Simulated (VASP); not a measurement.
# MnI2 (P-3m1) in VASP: a series of runs

MnI2 is run at these levels: LDA+U; tasks: single point.

Program: VASP 6.6.1. These are calculated values, not measurements. Logs are shortened: lines on timing, memory, paths and dates and some standing lists are left out, and cuts for length are marked.

### 1 The cell of the first run

It takes space group P-3m1 (No. 164, trigonal). Conventional cell: a = 4.160 Å, b = 4.160 Å, c = 6.820 Å, α = 90.00°, β = 90.00°, γ = 120.00°. Within 3.9 Å of Mn (site symmetry -3m) lie 6 I at 2.95 Å. Within 3.9 Å of I (site symmetry 3m) lie 3 Mn at 2.95 Å.

### 2 Single point, LDA+U, collinear spin, antiferromagnetic start

Input file INCAR:

```
ALGO = Normal
EDIFF = 1E-6
ENCUT = 520
GGA = CA
ISIF = 2
ISMEAR = 0
ISPIN = 2
LASPH = T
LCHARG = F
LDAU = T
LDAUJ = 0 0
LDAUL = 2 -1
LDAUPRINT = 1
LDAUTYPE = 2
LDAUU = 4 0
LMAXMIX = 4
LORBIT = 11
LREAL = F
LWAVE = F
MAGMOM = 4.62 -4.62 0.05 -0.05 -0.05 0.05
NBANDS = 40
NELM = 150
PREC = Accurate
SIGMA = 0.05
```

Input file KPOINTS:

```
k-points
0
Gamma
  5 5 2
```

Input file POSCAR:

```
MnI2
1.0
    4.1600013200      0.0000000000      0.0000000000
   -2.0800006600      3.6026668200      0.0000000000
    0.0000000000      0.0000000000     13.6399982000
Mn I
2 4
Direct
    0.0000000000      0.0000000000      0.0000000000
    0.0000000000      0.0000000000      0.5000000000
    0.3333333333      0.6666666667      0.1250000000
    0.6666666667      0.3333333333      0.3750000000
    0.3333333333      0.6666666667      0.6250000000
    0.6666666667      0.3333333333      0.8750000000
```

Potentials or basis: VASP PAW LDA potentials, release 64 (Mn_pv, I).

On the command line:

```console
> cat potpaw_LDA.64/Mn_pv/POTCAR potpaw_LDA.64/I/POTCAR > POTCAR
> mpirun -np 1 vasp_std > vasp.out
```

OUTCAR:

```text
EDIFF = 1E-6
   ENCUT = 520
   GGA = CA
   ISIF = 2
   ISMEAR = 0
   ISPIN = 2
   LASPH = T
   LORBIT = 11
   LREAL = F
   NELM = 150
   PREC = Accurate

 ion  position               nearest neighbor table
   1  0.000  0.000  0.000-   3 2.95   6 2.95   6 2.95   3 2.95   6 2.95   3 2.95
   2  0.000  0.000  0.500-   5 2.95   4 2.95   5 2.95   4 2.95   4 2.95   5 2.95
   3  0.333  0.667  0.125-   1 2.95   1 2.95   1 2.95
   4  0.667  0.333  0.375-   2 2.95   2 2.95   2 2.95
   5  0.333  0.667  0.625-   2 2.95   2 2.95   2 2.95
   6  0.667  0.333  0.875-   1 2.95   1 2.95   1 2.95

  LATTYP: Found a hexagonal cell.
 ALAT       =     4.1600013200
 C/A-ratio  =     3.2788446808

  Lattice vectors:

 A1 = (   4.1600013200,   0.0000000000,   0.0000000000)
 A2 = (  -2.0800006600,   3.6026668200,   0.0000000000)
 A3 = (   0.0000000000,   0.0000000000,  13.6399982000)

Analysis of symmetry for initial positions (statically):
=====================================================================
 Subroutine PRICEL returns following result:

  LATTYP: Found a hexagonal cell.
 ALAT       =     4.1600013200
 C/A-ratio  =     1.6394223404
[... 12 lines left out ...]
 Subroutine GETGRP returns: Found 12 space group operations
 (whereof 12 operations were pure point group operations)
 out of a pool of 24 trial point group operations.

The static configuration has the point symmetry D_3d.

Analysis of symmetry for dynamics (positions and initial velocities):
=====================================================================
 Subroutine PRICEL returns following result:

  LATTYP: Found a hexagonal cell.
 ALAT       =     4.1600013200
 C/A-ratio  =     1.6394223404
[... 12 lines left out ...]
 Subroutine GETGRP returns: Found 12 space group operations
 (whereof 12 operations were pure point group operations)
 out of a pool of 24 trial point group operations.

The dynamic configuration has the point symmetry D_3d.

Analysis of structural, dynamic, and magnetic symmetry:
=====================================================================
 Subroutine PRICEL returns following result:

  LATTYP: Found a hexagonal cell.
 ALAT       =     4.1600013200
 C/A-ratio  =     1.6394223404
[... 12 lines left out ...]
 Subroutine GETGRP returns: Found 12 space group operations
 (whereof 12 operations were pure point group operations)
 out of a pool of 24 trial point group operations.

The overall configuration has the point symmetry D_3d.

 Subroutine INISYM returns: Found 12 space group operations
 (whereof 12 operations are pure point group operations),
 and found     2 'primitive' translations

----------------------------------------------------------------------------------------

                                     Primitive cell

  volume of cell :     102.2120

  direct lattice vectors                    reciprocal lattice vectors
     4.160001320  0.000000000  0.000000000     0.240384539  0.138786078  0.000000000
    -2.080000660  3.602666820  0.000000000     0.000000000  0.277572157  0.000000000
     0.000000000  0.000000000  6.819999100     0.000000000  0.000000000  0.146627585

  length of vectors
     4.160001320  4.160001317  6.819999100     0.277572157  0.277572157  0.146627585

  position of ions in fractional coordinates (direct lattice)
     0.000000000  0.000000000  0.000000000
     0.333333333  0.666666667  0.250000000
     0.666666667  0.333333333  0.750000000

[... 133 lines left out ...]
  o =  0.0797  v =  0.0000  0.0000  0.0000  0.0000  0.0000  0.5753  0.0000  0.0000 -0.8180 -0.0000      0.0000  0.0000  0.0000  0.0000  0.0000  0.0000  0.0000  0.0000  0.0000  0.0000
  o =  0.9317  v =  0.0000  0.5563  0.0000 -0.0000  0.8310  0.0000  0.0000  0.0000  0.0000  0.0000      0.0000  0.0000  0.0000  0.0000  0.0000  0.0000  0.0000  0.0000  0.0000  0.0000
  o =  0.9317  v = -0.8310  0.0000  0.0000 -0.5563 -0.0000  0.0000  0.0000  0.0000  0.0000  0.0000      0.0000  0.0000  0.0000  0.0000  0.0000  0.0000  0.0000  0.0000  0.0000  0.0000
  o =  0.9323  v =  0.0000 -0.0000  1.0000  0.0000 -0.0000  0.0000  0.0000  0.0000  0.0000  0.0000      0.0000  0.0000  0.0000  0.0000  0.0000  0.0000  0.0000  0.0000  0.0000  0.0000
  o =  0.9516  v =  0.0000  0.8310  0.0000  0.0000 -0.5563  0.0000  0.0000  0.0000  0.0000  0.0000      0.0000  0.0000  0.0000  0.0000  0.0000  0.0000  0.0000  0.0000  0.0000  0.0000
  o =  0.9516  v =  0.5563  0.0000  0.0000 -0.8310 -0.0000  0.0000  0.0000  0.0000  0.0000  0.0000      0.0000  0.0000  0.0000  0.0000  0.0000  0.0000  0.0000  0.0000  0.0000  0.0000

atom =   2  type =  1  l = 2

 onsite density matrix

spin component  1

  0.0344  0.0000 -0.0000 -0.0318 -0.0000
  0.0000  0.0573  0.0000 -0.0000 -0.0318
 -0.0000  0.0000  0.0121 -0.0000 -0.0000
 -0.0318 -0.0000 -0.0000  0.0573  0.0000
 -0.0000 -0.0318 -0.0000  0.0000  0.0344

spin component  2

  0.9379 -0.0000  0.0000 -0.0092  0.0000
 -0.0000  0.9455  0.0000 -0.0000 -0.0092
  0.0000  0.0000  0.9323 -0.0000 -0.0000
 -0.0092 -0.0000 -0.0000  0.9455  0.0000
  0.0000 -0.0092 -0.0000  0.0000  0.9379

 occupancies and eigenvectors

  o =  0.0120  v =  0.0000  0.5753  0.0000  0.0000  0.8180  0.0000  0.0000  0.0000  0.0000  0.0000      0.0000  0.0000  0.0000  0.0000  0.0000  0.0000  0.0000  0.0000  0.0000  0.0000
  o =  0.0120  v =  0.8180 -0.0000  0.0000  0.5753 -0.0000  0.0000  0.0000  0.0000  0.0000  0.0000      0.0000  0.0000  0.0000  0.0000  0.0000  0.0000  0.0000  0.0000  0.0000  0.0000
  o =  0.0121  v =  0.0000  0.0000 -1.0000  0.0000  0.0000  0.0000  0.0000  0.0000  0.0000  0.0000      0.0000  0.0000  0.0000  0.0000  0.0000  0.0000  0.0000  0.0000  0.0000  0.0000
  o =  0.0797  v = -0.0000 -0.8180 -0.0000 -0.0000  0.5753  0.0000  0.0000  0.0000  0.0000  0.0000      0.0000  0.0000  0.0000  0.0000  0.0000  0.0000  0.0000  0.0000  0.0000  0.0000
  o =  0.0797  v =  0.5753  0.0000  0.0000 -0.8180 -0.0000  0.0000  0.0000  0.0000  0.0000  0.0000      0.0000  0.0000  0.0000  0.0000  0.0000  0.0000  0.0000  0.0000  0.0000  0.0000
  o =  0.9317  v =  0.0000  0.0000  0.0000  0.0000  0.0000  0.0000  0.5563  0.0000 -0.0000  0.8310      0.0000  0.0000  0.0000  0.0000  0.0000  0.0000  0.0000  0.0000  0.0000  0.0000
  o =  0.9317  v =  0.0000  0.0000  0.0000  0.0000  0.0000 -0.8310 -0.0000  0.0000 -0.5563  0.0000      0.0000  0.0000  0.0000  0.0000  0.0000  0.0000  0.0000  0.0000  0.0000  0.0000
  o =  0.9323  v =  0.0000  0.0000  0.0000  0.0000  0.0000  0.0000 -0.0000  1.0000  0.0000 -0.0000      0.0000  0.0000  0.0000  0.0000  0.0000  0.0000  0.0000  0.0000  0.0000  0.0000
  o =  0.9516  v =  0.0000  0.0000  0.0000  0.0000  0.0000  0.0000 -0.8310 -0.0000  0.0000  0.5563      0.0000  0.0000  0.0000  0.0000  0.0000  0.0000  0.0000  0.0000  0.0000  0.0000
  o =  0.9516  v =  0.0000  0.0000  0.0000  0.0000  0.0000  0.5563 -0.0000  0.0000 -0.8310  0.0000      0.0000  0.0000  0.0000  0.0000  0.0000  0.0000  0.0000  0.0000  0.0000  0.0000

 number of electron      54.0000011 magnetization       0.0000000

 Free energy of the ion-electron system (eV)
  ---------------------------------------------------
  ext. energy  EPLUGINS =         0.00000000
  ---------------------------------------------------
  free energy    TOTEN  =       -26.55961669 eV

  energy without entropy =      -26.55961669  energy(sigma->0) =      -26.55961669

 E-fermi :   3.2887     XC(G=0):  -8.9425

 val. band max:        2.9895095605   @ k =   0.0000   0.0000   0.5000
 cond. band min:       5.3595188929   @ k =   0.4000   0.0000   0.0000
 fundamental gap:      2.3700093323
 Fermi energy:         3.2887065081

 spin component 1

 k-point     1 :       0.0000    0.0000    0.0000
  band No.  band energies     occupation
      1     -46.6682      1.00000
      2     -46.6682      1.00000
      3     -46.6605      1.00000
      4     -42.1911      1.00000
      5     -42.1911      1.00000
      6     -42.1821      1.00000
[... 409 lines left out ...]
     38       9.3912      0.00000
     39       9.6376      0.00000
 Fermi energy:         3.2887065081

 spin component 2

 k-point     1 :       0.0000    0.0000    0.0000
  band No.  band energies     occupation
      1     -46.6682      1.00000
      2     -46.6682      1.00000
      3     -46.6605      1.00000
      4     -42.1911      1.00000
      5     -42.1911      1.00000
      6     -42.1821      1.00000
[... 409 lines left out ...]
     38       9.3912      0.00000
     39       9.6376      0.00000
 [bands above 39 left out]

------------------------ aborting loop because EDIFF is reached ----------------------------------------

  FORCE on cell =-STRESS in cart. coord.  units (eV):
  Direction    XX          YY          ZZ          XY          YZ          ZX
  --------------------------------------------------------------------------------------
  -------------------------------------------------------------------------------------
  Total       -3.3732590     -3.3732590     -3.6099409     -0.0000000      0.0000000      0.0000000
  in kB      -26.4379876    -26.4379876    -28.2929862     -0.0000000      0.0000000      0.0000000
  external PRESSURE =     -27.0563205 kB  Pullay stress =       0.0000000 kB

 VOLUME and BASIS-vectors are now :
 -----------------------------------------------------------------------------
  energy-cutoff  :      520.00
  volume of cell :      204.42
      direct lattice vectors                 reciprocal lattice vectors
     4.160001320  0.000000000  0.000000000     0.240384539  0.138786078  0.000000000
    -2.080000660  3.602666820  0.000000000     0.000000000  0.277572157  0.000000000
     0.000000000  0.000000000 13.639998200     0.000000000  0.000000000  0.073313793

 POSITION                                       TOTAL-FORCE (eV/Angst)
 -----------------------------------------------------------------------------------
      0.00000      0.00000      0.00000        -0.000000      0.000000     -0.000000
      0.00000      0.00000      6.82000        -0.000000      0.000000     -0.000000
     -0.00000      2.40178      1.70500         0.000000     -0.000000     -0.451292
      2.08000      1.20089      5.11500         0.000000      0.000000      0.451292
     -0.00000      2.40178      8.52500        -0.000000     -0.000000     -0.451292
      2.08000      1.20089     11.93500         0.000000      0.000000      0.451292
 -----------------------------------------------------------------------------------
    total drift:                               -0.000000     -0.000000      0.000000

  FREE ENERGIE OF THE ION-ELECTRON SYSTEM (eV)
  ---------------------------------------------------
  free  energy   TOTEN  =       -26.5596166869 eV

  energy  without entropy=      -26.5596166869  energy(sigma->0) =      -26.55961669

 total charge

# of ion       s       p       d       tot
------------------------------------------
    1        0.219   6.140   4.878  11.238
    2        0.219   6.140   4.878  11.238
    3        1.514   2.780   0.016   4.310
    4        1.514   2.780   0.016   4.310
    5        1.514   2.780   0.016   4.310
    6        1.514   2.780   0.016   4.310
--------------------------------------------------
tot          6.494  23.402   9.819  39.715

 magnetization (x)

# of ion       s       p       d       tot
------------------------------------------
    1        0.034   0.023   4.493   4.549
    2       -0.034  -0.023  -4.493  -4.549
    3        0.005   0.042   0.003   0.050
    4       -0.005  -0.042  -0.003  -0.050
    5       -0.005  -0.042  -0.003  -0.050
    6        0.005   0.042   0.003   0.050
--------------------------------------------------
tot         -0.000   0.000   0.000  -0.000
```

It took 85 s on 1 thread of Intel Xeon 6975P-C (Granite Rapids), shared host; peak memory 0.34 GiB.

What came out:

- Free energy: -26.5596 eV
- Pressure: -2.7 GPa
- Largest force: 0.451 eV/Å
- Band gap on the k mesh: 2.37 eV
- Net moment: 0.00 μB per cell
- Site moments: Mn +4.55, -4.55; I +0.05, -0.05 (each value once) μB
- Valence electrons inside the program's atomic spheres: Mn 11.24; I 4.31

Forces on the atoms (eV/Å):
```
Mn   0.000  0.000  0.000
Mn   0.000  0.000  0.000
I    0.000  0.000 -0.451
I    0.000  0.000  0.451
I    0.000  0.000 -0.451
I    0.000  0.000  0.451
```

Levels at points of the mesh, in eV from the valence-band top:
Spin up:
```csv
k point,band 25,band 26,band 27,band 28,band 29,band 30
"(0.00, 0.00, 0.00)",-0.29,-0.01,-0.01,2.82,2.86,2.86
"(0.00, 0.00, 0.50)",-0.39,0.00,0.00,2.82,2.86,2.86
```
Spin down:
```
           k point  band 25  band 26  band 27  band 28  band 29  band 30
(0.00, 0.00, 0.00)    -0.29    -0.01    -0.01     2.82     2.86     2.86
(0.00, 0.00, 0.50)    -0.39     0.00     0.00     2.82     2.86     2.86
```

Eigenvalues of the final occupation matrices:
```tsv
site	spin	trace	eigenvalues
site 1 d	1	4.70	0.93 0.93 0.93 0.95 0.95
site 1 d	2	0.20	0.01 0.01 0.01 0.08 0.08
site 2 d	1	0.20	0.01 0.01 0.01 0.08 0.08
site 2 d	2	4.70	0.93 0.93 0.93 0.95 0.95
```

Caveat: spin-orbit coupling is left out, which moves the levels of the heavy elements. The state reached can hang on the start; a lower one may exist.

### 3 Single point, LDA+U, collinear spin, antiferromagnetic start

Input file INCAR:

```
PREC = Accurate ; ENCUT = 520
EDIFF = 1E-6 ; ISMEAR = 0
SIGMA = 0.05 ; LREAL = F
LASPH = T ; NELM = 150
ALGO = Normal ; ISIF = 2
LWAVE = F ; LCHARG = F
ISPIN = 2 ; MAGMOM = 5.08 -5.08 0.05 -0.05 -0.05 0.05
LORBIT = 11 ; LMAXMIX = 4
LDAU = T ; LDAUTYPE = 2
LDAUL = 2 -1 ; LDAUU = 4 0
LDAUJ = 0 0 ; LDAUPRINT = 1
GGA = CA ; NBANDS = 40
```

Input file KPOINTS:

```
regular mesh
0
Gamma
  5 5 2
```

POSCAR is that of step 2.

Potentials or basis: VASP PAW LDA potentials, release 64 (Mn_pv, I).

On the command line:

```console
> cat potpaw_LDA.64/Mn_pv/POTCAR potpaw_LDA.64/I/POTCAR > POTCAR
> mpirun -np 1 vasp_std > vasp.out
```

Run time: 72 s. Hardware: 1 thread of Intel Xeon 6975P-C (Granite Rapids), shared host; peak memory 0.33 GiB.

It converged, with:

```yaml
Free_energy: -26.5596 eV
Pressure: -2.7 GPa
Largest_force: 0.451 eV/Å
Band_gap_on_the_k_mesh: 2.37 eV
Net_moment: 0.00 μB per cell
Site_moments: Mn +4.55, -4.55; I +0.05, -0.05 (each value once) μB
Valence_electrons_inside_the_program's_atomic_spheres: Mn 11.24; I 4.31
```

Forces on the atoms (eV/Å):
```
Mn   0.000  0.000  0.000
Mn   0.000  0.000  0.000
I    0.000  0.000 -0.451
I    0.000  0.000  0.451
I    0.000  0.000 -0.451
I    0.000  0.000  0.451
```

Stress tensor (GPa, compression positive):
```
-2.63  0.00  0.00
 0.00 -2.63  0.00
 0.00  0.00 -2.82
```

Levels at points of the mesh, in eV from the valence-band top:
Spin up:
```tsv
k point	band 24	band 25	band 26	band 27	band 28	band 29	band 30	band 31
(0.00, 0.00, 0.00)	-0.34	-0.29	-0.01	-0.01	2.82	2.86	2.86	3.13
(0.00, 0.00, 0.50)	-0.39	-0.39	0.00	0.00	2.82	2.86	2.86	3.57
```
Spin down:
```
           k point  band 23  band 24  band 25  band 26  band 27  band 28  band 29  band 30  band 31  band 32
(0.00, 0.00, 0.00)    -0.34    -0.34    -0.29    -0.01    -0.01     2.82     2.86     2.86     3.13     3.62
(0.00, 0.00, 0.50)    -0.48    -0.39    -0.39     0.00     0.00     2.82     2.86     2.86     3.57     3.61
```

Eigenvalues of the final occupation matrices:
```
    site  spin  trace               eigenvalues
site 1 d     1   4.70  0.93 0.93 0.93 0.95 0.95
site 1 d     2   0.20  0.01 0.01 0.01 0.08 0.08
site 2 d     1   0.20  0.01 0.01 0.01 0.08 0.08
site 2 d     2   4.70  0.93 0.93 0.93 0.95 0.95
```

Caveat: spin-orbit coupling is left out, which moves the levels of the heavy elements. A k mesh can miss the band edges.

(Continued in part 2 of 2.)
